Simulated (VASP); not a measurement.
Set up this calculation in VASP 6.6.1, as the native input.

- Task: electric field gradients
- Functional: PBE
- Potentials or basis: VASP PAW PBE potentials, release 64 (Mg, S)
- Cutoff: 520 eV
- k mesh: 8 × 8 × 8
- Occupations: fermi-dirac, width 0.01 eV
- Spin: no spin polarisation
- Dipole correction: no
- Further INCAR settings: ALGO = Normal; EDIFF = 1e-08; NBANDS = 11

The structure of MgS lies in POSCAR:

```
MgS
1.0
    0.0000000000      2.5236005000      2.6016500000
    2.5236005000      0.0000000000      2.6016500000
    2.5236005000      2.5236005000      0.0000000000
Mg S
1 1
Direct
    0.0000000000      0.0000000000      0.0000000000
    0.5000000000      0.5000000000      0.5000000000
```

This cell differs from its parent crystal: equal xx and yy strain of -3 %.

The input as run:

INCAR

```
SYSTEM = MgS
PREC = Accurate
ENCUT = 520
EDIFF = 1E-8
ISMEAR = -1
SIGMA = 0.01
LREAL = .False.
LASPH = .True.
NELM = 80
ALGO = Normal
ISIF = 2
LWAVE = .False.
LCHARG = .False.
GGA = PE
LEFG = .True.
NBANDS = 11
```

KPOINTS

```
Automatic mesh
0
Gamma
  8 8 8
  0 0 0
```

Potentials or basis: VASP PAW PBE potentials, release 64 (Mg, S).

Command:

```console
$ cat potpaw_PBE.64/Mg/POTCAR potpaw_PBE.64/S/POTCAR > POTCAR
$ mpirun -np 1 vasp_std > vasp.out
```

It gave:

```
Pressure               : 6.4 GPa
Band gap on the k mesh : 2.77 eV, indirect (least direct gap 4.13 eV)
```

Caveat: the cell differs from its parent crystal (equal xx and yy strain of -3 %); without QUAD_EFG the Cq values of the log hold for a quadrupole moment of 1 mb, not for the nuclei.

Run time: 11 s on 1 thread of Intel(R) Xeon(R) 6975P-C (Granite Rapids) (shared host), peak memory 0.17 GiB.
